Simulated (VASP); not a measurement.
Wanted: the native input for a VASP 6.6.1 run.

```
Task                   : single point
Functional             : PBE
Dispersion             : D3(BJ)
Potentials or basis    : VASP PAW PBE potentials, release 64 (Nb_sv, H)
Cutoff                 : 520 eV
k mesh                 : 3 × 3 × 3
Occupations            : fermi-dirac, width 0.15 eV
Spin                   : no spin polarisation
Dipole correction      : no
Further INCAR settings : LREAL = Auto; ALGO = Normal; EDIFF = 1e-07; NBANDS = 118
```

The structure of Nb16H (a cell with a defect) lies in POSCAR:

```
Nb16H
1.0
    6.6000000000      0.0000000000      0.0000000000
    0.0000000000      6.6000000000      0.0000000000
    0.0000000000      0.0000000000      6.6000000000
Nb H
16 1
Direct
    0.0009553443     -0.0000970011      0.0003487675
    0.4989087658     -0.0000900494      0.0003500763
    0.0069511827      0.5059547708      0.0003617213
    0.0000309238     -0.0021042159      0.5003907784
    0.2499392338      0.2518228657      0.2500063678
    0.4928960768      0.5059812352      0.0003687092
    0.4998485090     -0.0021035181      0.5003922941
    0.7499276403      0.2441654135      0.2574105382
   -0.0004132262      0.4983038655      0.5003155665
    0.2499250247      0.7522836137      0.2504252112
    0.2499426893      0.2519094528      0.7507169812
    0.5002775681      0.4983199945      0.5003192443
    0.7499331890      0.7502406469      0.2513842613
    0.7499344971      0.2442826061      0.7433801440
    0.2499264808      0.7522907943      0.7502137367
    0.7499346179      0.7502680520      0.7493383880
    0.7499147228      0.3751010537      0.0004353040
```

These files were run (other wordings do the same):

INCAR

```
SYSTEM = Nb16H
ALGO     = Normal         ! electronic algorithm
EDIFF    = 1E-7           ! SCF threshold, eV
ENCUT    = 520            ! plane-wave cutoff, eV
GGA      = PE             ! functional
ISIF     = 2              ! what is computed and relaxed
ISMEAR   = -1             ! smearing method
IVDW     = 12             ! dispersion correction
LASPH    = .True.         ! aspherical terms in the spheres
LCHARG   = .False.        ! write CHGCAR
LREAL    = Auto         
LWAVE    = .False.        ! write WAVECAR
NBANDS   = 118            ! bands
NELM     = 60             ! most SCF steps
PREC     = Accurate       ! precision mode
SIGMA    = 0.15           ! smearing width, eV
```

KPOINTS

```
k-points
0
Gamma
  3 3 3
  0 0 0
```

Potentials or basis: VASP PAW PBE potentials, release 64 (Nb_sv, H).

Run with:

```sh
$ cat potpaw_PBE.64/Nb_sv/POTCAR potpaw_PBE.64/H/POTCAR > POTCAR
$ mpirun -np 1 vasp_std > vasp.out
```

It gave:

| Item | Value |
| --- | --- |
| Pressure | -3.8 GPa |
| Largest force | 0.018 eV/Å |
| Band gap on the k mesh | zero (an odd number of electrons rules out a gap without spin polarisation) |
| Dispersion energy per atom | -0.707 eV |

It took 50 min on 1 thread of Intel Xeon 8259CL, with other jobs on the host, peak memory 0.52 GiB.
